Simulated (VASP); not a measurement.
# CaSe (F-43m) in VASP: notebook

CaSe is run at these levels: r2SCAN; tasks: single point.

Program: VASP 6.6.1. These are calculated values, not measurements. Logs are shortened: lines on timing, memory, paths and dates and some standing lists are left out, and cuts for length are marked.

## 1. The cell of the first run

Symmetry: F-43m, No. 216, cubic system. The conventional cell has a = 6.559 Å, b = 6.559 Å, c = 6.559 Å, α = 90.00°, β = 90.00°, γ = 90.00°. Within 3.7 Å of Ca (site symmetry -43m) lie 4 Se at 2.84 Å. Within 3.7 Å of Se (site symmetry -43m) lie 4 Ca at 2.84 Å.

## 2. Single point, r2SCAN

File POSCAR:

```
CaSe
1.0
    0.0000000000      3.2795613675      3.2795613675
    3.2795613675      0.0000000000      3.2795613675
    3.2795613675      3.2795613675      0.0000000000
Ca Se
1 1
Direct
    0.0000000000      0.0000000000      0.0000000000
    0.2500000000      0.2500000000      0.2500000000
```

File INCAR.step1:

```
ALGO = Normal
EDIFF = 1E-4
ENCUT = 520
GGA = PE
ISMEAR = 0
LASPH = T
LCHARG = F
LREAL = F
LWAVE = T
NBANDS = 15
NELM = 100
PREC = Accurate
SIGMA = 0.01
```

File INCAR.step2:

```
ALGO = Normal
EDIFF = 1E-7
ENCUT = 520
ISIF = 2
ISMEAR = 0
ISTART = 1
LASPH = T
LCHARG = F
LMIXTAU = T
LREAL = F
LWAVE = F
METAGGA = R2SCAN
NBANDS = 15
NELM = 100
PREC = Accurate
SIGMA = 0.01
```

File KPOINTS:

```
k-points
0
Gamma
  4 4 4
```

Potentials or basis: VASP PAW PBE potentials, release 64 (Ca_sv, Se).

Command:

```console
$ cat potpaw_PBE.64/Ca_sv/POTCAR potpaw_PBE.64/Se/POTCAR > POTCAR
$ cp INCAR.step1 INCAR
$ mpirun -np 1 vasp_std > vasp.out
$ cp INCAR.step2 INCAR
$ mpirun -np 1 vasp_std > vasp.out
```

OUTCAR:

```text
EDIFF = 1E-7
   ENCUT = 520
   ISIF = 2
   ISMEAR = 0
   ISTART = 1
   LASPH = T
   LREAL = F
   METAGGA = R2SCAN
   NELM = 100
   PREC = Accurate

 ion  position               nearest neighbor table
   1  0.000  0.000  0.000-   2 2.84   2 2.84   2 2.84   2 2.84
   2  0.250  0.250  0.250-   1 2.84   1 2.84   1 2.84   1 2.84

  LATTYP: Found a face centered cubic cell.
 ALAT       =     6.5591227350

  Lattice vectors:

 A1 = (   0.0000000000,   3.2795613675,   3.2795613675)
 A2 = (   3.2795613675,   0.0000000000,   3.2795613675)
 A3 = (   3.2795613675,   3.2795613675,   0.0000000000)

Analysis of symmetry for initial positions (statically):
=====================================================================
 Subroutine PRICEL returns:
 Original cell was already a primitive cell.

 Routine SETGRP: Setting up the symmetry group for a
 face centered cubic supercell.

 Subroutine GETGRP returns: Found 24 space group operations
 (whereof 24 operations were pure point group operations)
 out of a pool of 48 trial point group operations.

The static configuration has the point symmetry T_d .

Analysis of symmetry for dynamics (positions and initial velocities):
=====================================================================
 Subroutine PRICEL returns:
 Original cell was already a primitive cell.

 Routine SETGRP: Setting up the symmetry group for a
 face centered cubic supercell.

 Subroutine GETGRP returns: Found 24 space group operations
 (whereof 24 operations were pure point group operations)
 out of a pool of 48 trial point group operations.

The dynamic configuration has the point symmetry T_d .

 Subroutine INISYM returns: Found 24 space group operations
 (whereof 24 operations are pure point group operations),
 and found     1 'primitive' translations

----------------------------------------------------------------------------------------

                                     Primitive cell

  volume of cell :      70.5468

  direct lattice vectors                    reciprocal lattice vectors
     0.000000000  3.279561367  3.279561367    -0.152459413  0.152459413  0.152459413
     3.279561367  0.000000000  3.279561367     0.152459413 -0.152459413  0.152459413
     3.279561367  3.279561367  0.000000000     0.152459413  0.152459413 -0.152459413

  length of vectors
     4.638000165  4.638000165  4.638000165     0.264067449  0.264067449  0.264067449

  position of ions in fractional coordinates (direct lattice)
     0.000000000  0.000000000  0.000000000
     0.250000000  0.250000000  0.250000000

  ion indices of the primitive-cell ions
   primitive index   ion index
                 1           1
                 2           2

----------------------------------------------------------------------------------------

 KPOINTS: k-points

Automatic generation of k-mesh.
 Grid dimensions read from file:
 generate k-points for:    4    4    4

 Generating k-lattice:

  Cartesian coordinates                     Fractional coordinates (reciprocal lattice)
    -0.038114853  0.038114853  0.038114853     0.250000000  0.000000000  0.000000000
     0.038114853 -0.038114853  0.038114853     0.000000000  0.250000000  0.000000000
     0.038114853  0.038114853 -0.038114853     0.000000000  0.000000000  0.250000000

  Length of vectors
     0.066016862  0.066016862  0.066016862

  Shift w.r.t. Gamma in fractional coordinates (k-lattice)
     0.000000000  0.000000000  0.000000000

 Subroutine IBZKPT returns following result:
 ===========================================

 Found      8 irreducible k-points:

 Following reciprocal coordinates:
            Coordinates               Weight
  0.000000  0.000000  0.000000      1.000000
  0.250000  0.000000  0.000000      8.000000
  0.500000  0.000000  0.000000      4.000000
  0.250000  0.250000  0.000000      6.000000
  0.500000  0.250000  0.000000     24.000000
 -0.250000  0.250000  0.000000     12.000000
  0.500000  0.500000  0.000000      3.000000
 -0.250000  0.500000  0.250000      6.000000
   k-points           NKPTS =      8   k-points in BZ     NKDIM =      8   number of bands    NBANDS=     15
   number of dos      NEDOS =    301   number of ions     NIONS =      2
   total plane-waves  NPLWV =  46656
   dimension x,y,z NGX =    36 NGY =   36 NGZ =   36
   dimension x,y,z NGXF=    72 NGYF=   72 NGZF=   72
   ions per type =               1   1
   NGX,Y,Z   is equivalent  to a cutoff of  12.90, 12.90, 12.90 a.u.
   NGXF,Y,Z  is equivalent  to a cutoff of  25.81, 25.81, 25.81 a.u.
 SYSTEM =  unknown system
   PREC   = accura    normal or accurate (medium, high low for compatibility)
   ISTART =      1    job   : 0-new  1-cont  2-samecut
   ICHARG =      0    charge: 1-file 2-atom 10-const
   ISPIN  =      1    spin polarized calculation?
   LNONCOLLINEAR =      F non collinear calculations
   LSORBIT =      F    spin-orbit coupling
   LASPH  =      T    aspherical Exc in radial PAW
   ENCUT  =  520.0 eV  38.22 Ry    6.18 a.u.   8.62  8.62  8.62*2*pi/ulx,y,z
   NELM   =    100;   NELMIN=  2; NELMDL=  0     # of ELM steps
   EDIFF  = 0.1E-06   stopping-criterion for ELM
   LREAL  =      F    real-space projection
   EDIFFG = 0.1E-05   stopping-criterion for IOM
   NSW    =      0    number of steps for IOM
   IBRION =     -1    ionic relax: 0-MD 1-quasi-New 2-CG
   NFREE  =      0    steps in history (QN), initial steepest desc. (CG)
   ISIF   =      2    stress and relaxation
   ISYM   =      2    0-nonsym 1-usesym 2-fastsym
   POTIM  = 0.5000    time-step for ionic-motion
   TEBEG  =    0.0;   TEEND  =   0.0 temperature during run
   PSTRESS=    0.0 pullay stress
   NELECT =      16.0000    total number of electrons
   NUPDOWN=      -1.0000    fix difference up-down
   EMIN   =  10.00;   EMAX   =-10.00  energy-range for DOS
   EFERMI =   0.00;   METHOD = LEGACY
   ISMEAR =     0;   SIGMA  =   0.01  broadening in eV -4-tet -1-fermi 0-gaus
   EFERMI_NEDOS =   21; number of points for ismear=-14 and -15
   IALGO  =     38    algorithm
   IMIX   =      4    mixing-type and parameters
     AMIX     =   0.40;   BMIX     =  1.00
     AMIX_MAG =   1.60;   BMIX_MAG =  1.00
  volume/ion in A,a.u.               =      35.27       238.04
  Fermi-wavevector in a.u.,A,eV,Ry     =   0.998364  1.886635 13.561354  0.996731
  Thomas-Fermi vector in A             =   2.130583
   LORBIT       =      0    0 simple, 1 ext, 2 COOP (PROOUT), +10 PAW based schemes
   METAGGA = R2SCAN    functional components
   LHFCALC =     F    Hartree Fock is set to
   AEXX    =    0.0000 exact exchange contribution
   IVDW    =     0    specifies the selected vdW correction
   LEPSILON=     F    determine dielectric tensor
   LRPA    =     F    only Hartree local field effects (RPA)
 non-spin polarized calculation
 Gauss-broadening in eV      SIGMA  =   0.01
  energy-cutoff  :      520.00
  volume of cell :       70.55
 maximum number of plane-waves:      1924
 NGX is ok and might be reduce to    36
   NGX = 17   NGY = 17   NGZ = 17

 number of electron      16.0000003 magnetization

 Free energy of the ion-electron system (eV)
  ---------------------------------------------------
  ext. energy  EPLUGINS =         0.00000000
  ---------------------------------------------------
  free energy    TOTEN  =       -25.35915446 eV

  energy without entropy =      -25.35915446  energy(sigma->0) =      -25.35915446

 E-fermi :  -0.5269     XC(G=0):  -8.0144

 val. band max:       -0.5822344712   @ k =  -0.2500   0.2500   0.0000
 cond. band min:       3.1024972611   @ k =   0.0000   0.0000   0.0000
 fundamental gap:      3.6847317323
 Fermi energy:        -0.5269472067

 k-point     1 :       0.0000    0.0000    0.0000
  band No.  band energies     occupation
      1     -41.1766      2.00000
      2     -21.3080      2.00000
      3     -21.3080      2.00000
      4     -21.3079      2.00000
      5     -11.3030      2.00000
      6      -0.6759      2.00000
      7      -0.6759      2.00000
      8      -0.6759      2.00000
      9       3.1025      0.00000
     10       5.3619      0.00000
     11       5.3619      0.00000
     12       7.4071      0.00000
     13       7.4071      0.00000
     14       7.4071      0.00000
     15       9.1861      0.00000

 k-point     2 :       0.2500    0.0000    0.0000
  band No.  band energies     occupation
      1     -41.1756      2.00000
      2     -21.3320      2.00000
      3     -21.3109      2.00000
      4     -21.3109      2.00000
      5     -11.1684      2.00000
      6      -1.3667      2.00000
      7      -0.6324      2.00000
      8      -0.6324      2.00000
      9       4.4822      0.00000
     10       5.1968      0.00000
     11       5.1968      0.00000
     12       6.5470      0.00000
     13       7.2041      0.00000
     14       7.2041      0.00000
     15       8.0524      0.00000

 k-point     3 :       0.5000    0.0000    0.0000
  band No.  band energies     occupation
      1     -41.1747      2.00000
      2     -21.3556      2.00000
      3     -21.3138      2.00000
      4     -21.3138      2.00000
      5     -11.0317      2.00000
      6      -1.8108      2.00000
      7      -0.5980      2.00000
      8      -0.5980      2.00000
      9       5.0294      0.00000
     10       5.4804      0.00000
     11       5.4804      0.00000
     12       5.8126      0.00000
     13       6.3506      0.00000
     14       6.3506      0.00000
     15       8.8952      0.00000
[... 55 lines left out ...]
 k-point     7 :       0.5000    0.5000    0.0000
  band No.  band energies     occupation
      1     -41.1741      2.00000
      2     -21.3586      2.00000
      3     -21.3220      2.00000
      4     -21.3220      2.00000
      5     -10.9439      2.00000
      6      -1.8264      2.00000
      7      -0.6316      2.00000
      8      -0.6316      2.00000
      9       3.3124      0.00000
     10       4.9715      0.00000
     11       6.1155      0.00000
     12       6.1155      0.00000
     13       6.1918      0.00000
     14       8.1035      0.00000
     15       9.4772      0.00000

 k-point     8 :      -0.2500    0.5000    0.2500
  band No.  band energies     occupation
      1     -41.1741      2.00000
      2     -21.3527      2.00000
      3     -21.3280      2.00000
      4     -21.3221      2.00000
      5     -10.9441      2.00000
      6      -1.3124      2.00000
      7      -1.2625      2.00000
      8      -0.6968      2.00000
      9       3.5763      0.00000
     10       4.9434      0.00000
     11       5.9464      0.00000
     12       6.2268      0.00000
     13       6.8732      0.00000
     14       8.8294      0.00000
     15       8.9541      0.00000

------------------------ aborting loop because EDIFF is reached ----------------------------------------

  FORCE on cell =-STRESS in cart. coord.  units (eV):
  Direction    XX          YY          ZZ          XY          YZ          ZX
  --------------------------------------------------------------------------------------
  -------------------------------------------------------------------------------------
  Total        0.0801098      0.0801098      0.0801098     -0.0000000      0.0000000      0.0000000
  in kB        1.8193608      1.8193608      1.8193608     -0.0000000      0.0000000      0.0000000
  external PRESSURE =       1.8193608 kB  Pullay stress =       0.0000000 kB

 VOLUME and BASIS-vectors are now :
 -----------------------------------------------------------------------------
  energy-cutoff  :      520.00
  volume of cell :       70.55
      direct lattice vectors                 reciprocal lattice vectors
     0.000000000  3.279561367  3.279561367    -0.152459413  0.152459413  0.152459413
     3.279561367  0.000000000  3.279561367     0.152459413 -0.152459413  0.152459413
     3.279561367  3.279561367  0.000000000     0.152459413  0.152459413 -0.152459413

 POSITION                                       TOTAL-FORCE (eV/Angst)
 -----------------------------------------------------------------------------------
      0.00000      0.00000      0.00000         0.000000      0.000000      0.000000
      1.63978      1.63978      1.63978        -0.000000     -0.000000     -0.000000
 -----------------------------------------------------------------------------------
    total drift:                                0.000000      0.000000      0.000000

  FREE ENERGIE OF THE ION-ELECTRON SYSTEM (eV)
  ---------------------------------------------------
  free  energy   TOTEN  =       -25.3591544616 eV

  energy  without entropy=      -25.3591544616  energy(sigma->0) =      -25.35915446
```

It took 96 s on 1 thread of Intel Xeon 8259CL, shared host; peak memory 0.22 GiB.

What came out:

```yaml
Free_energy: -25.3592 eV
Pressure: 0.2 GPa
Band_gap_on_the_k_mesh: 3.68 eV (least direct gap 3.78 eV)
```

Caveat: the PAW data sets were made with another functional, which shifts forces and pressure a little. A k mesh can miss the band edges.

(Part 1 of 2 ends here.)
